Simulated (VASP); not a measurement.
The system is CdGeAs2.

```
CELL_PARAMETERS angstrom
4.14412 0.00000 0.00000
0.00000 4.14412 0.00000
0.00000 0.00000 5.90400
ATOMIC_POSITIONS crystal
Cd 0.00000 0.00000 0.50000
Ge 0.50000 0.50000 0.00000
As 0.50000 0.00000 0.76971
As 0.00000 0.50000 0.23029
```

| Property | Result |
| --- | --- |
| Program | VASP 6.6.1 |
| Task | relaxation of cell and atoms |
| Functional | PBEsol |
| Potentials or basis | VASP PAW PBE potentials, release 64 (Cd, Ge_d, As) |
| Cutoff | 600 eV |
| k mesh | 10 × 10 × 8 |
| Occupations | gaussian, width 0.1 eV |
| Spin | no spin polarisation |

At the start: pressure -0.2 GPa; volume 25.35 Å³/atom.

Task: How do energy, volume and symmetry change on relaxing?

Result: Over 9 steps the energy falls by 8.0 meV/atom and the volume is 25.21 Å³/atom (-0.5 %); space group P-4m2 (No. 115, to 0.1 Å) before and after.

The path:
```
step  energy change (eV)  largest force (eV/Å)  pressure (GPa)  volume (Å³)
   1              0.0000                0.4098           -0.18       101.39
   2             -0.0213                0.1742            0.03       100.97
   3             -0.0285                0.0570            0.23       100.58
   4             -0.0285                0.0758            0.26       100.55
   5             -0.0304                0.0698           -0.17       101.20
   6             -0.0305                0.0686           -0.28       101.33
   7             -0.0318                0.0309           -0.10       101.02
   8             -0.0316                0.0208            0.13       100.62
   9             -0.0320                0.0094            0.04       100.86
```

Final structure:
```yaml
crystal:
  lattice:
    - [4.07190, 0.00000, 0.00000]
    - [0.00000, 4.07190, 0.00000]
    - [0.00000, 0.00000, 6.08290]
  atoms:
    - { symbol: Cd, position: [0.00000, 0.00000, 0.50000] }
    - { symbol: Ge, position: [0.50000, 0.50000, 0.00000] }
    - { symbol: As, position: [0.50000, 0.00000, 0.76479] }
    - { symbol: As, position: [0.00000, 0.50000, 0.23521] }
```

Caveat: the PAW data sets were made with another functional, which shifts forces and pressure a little.
